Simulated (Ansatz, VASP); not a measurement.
## SnSe2: VASP beside Ansatz

POSCAR

```
SnSe2
1.0
    3.8634008231      0.0000000000      0.0000000000
   -1.9317004116      3.3458032578      0.0000000000
    0.0000000000      0.0000000000      6.1729232833
Sn Se
1 2
Direct
    0.0000000000      0.0000000000      0.0000000000
    0.3333333333      0.6666666667      0.2533696853
    0.6666666667      0.3333333333      0.7466303147
```

File INCAR.step1:

```
SYSTEM = SnSe2
PREC = Accurate ; ENCUT = 520
ISMEAR = 0 ; SIGMA = 0.01
LREAL = .FALSE. ; LASPH = .TRUE.
NELM = 80 ; NBANDS = 20
GGA = PE ; ALGO = Normal
EDIFF = 1E-4 ; LWAVE = .TRUE.
LCHARG = .FALSE.
```

INCAR.step2

```
SYSTEM = SnSe2
PREC = Accurate ; ENCUT = 520
EDIFF = 1E-6 ; ISMEAR = 0
SIGMA = 0.01 ; LREAL = .FALSE.
LASPH = .TRUE. ; NELM = 80
ALGO = Normal ; ISIF = 2
LWAVE = .FALSE. ; LCHARG = .FALSE.
METAGGA = R2SCAN ; LMIXTAU = .TRUE.
NBANDS = 20 ; ISTART = 1
```

The input KPOINTS:

```
regular mesh
0
G
  12 12 4
  0 0 0
```

Input for Ansatz:

```yaml
crystal:
  lattice:
    - [3.8634008231, 0.0, 0.0]
    - [-1.9317004116, 3.3458032578, 0.0]
    - [0.0, 0.0, 6.1729232833]
  atoms:
    - { symbol: Sn, position: [0.0, 0.0, 0.0] }
    - { symbol: Se, position: [0.3333333333, 0.6666666667, 0.2533696853] }
    - { symbol: Se, position: [0.6666666667, 0.3333333333, 0.7466303147] }
kpoints:
  mp_grid: { grid: [12, 12, 4] }
  band_path:
    path:
      - [0.0, 0.0, 0.0]
      - [0.5, 0.0, 0.0]
      - [0.3333333333, 0.3333333333, 0.0]
      - [0.0, 0.0, 0.5]
      - [0.5, 0.0, 0.5]
      - [0.3333333333, 0.3333333333, 0.5]
      - [-0.078125, 0.153646, 0.0]
      - [0.0, 0.453125, 0.333333]
    npoints: 1
hamiltonian:
  xc: r2scan
scf:
  occupations: { method: fixed }
  n_extra_bands: 4
output:
  forces: true
  stress: true
  eigenvalues: true
```

Change from the starting cell: epitaxial_xy strain +1.0%.

Alike in both runs: task single point; functional r2SCAN; k mesh 12 × 12 × 4; no spin polarisation.

```csv
,VASP,Ansatz
version,VASP 6.6.1,Ansatz 0.2.0
potentials or method,"VASP PAW PBE potentials, release 64 (Sn_d, Se)","plane waves, PAW"
plane-wave cutoff (eV),520,500
occupations,"gaussian, width 0.01 eV",fixed
valence electrons in the cell,26,46
```

|  | VASP | Ansatz | Ansatz less VASP |
| --- | --- | --- | --- |
| gap on the k mesh at the Fermi level (eV) | 0.94 | 0.94 | 0.000 |
| pressure (GPa) | 0.1 | 0.1 | -0.04 |
| traceless stress, the component that is largest in VASP (GPa) | 0.79 | 0.80 | +0.009 |
| rms of the force components (eV/Å) | 0.010 | 0.015 | +0.0058 |

VASP's potentials were made for PBE, not for r2SCAN. Atom by atom the forces differ by 0.006 eV/Å (rms over components). VASP's potentials hold 26 valence electrons a cell and Ansatz's 46, so a difference there can come from the potentials and not from the codes.
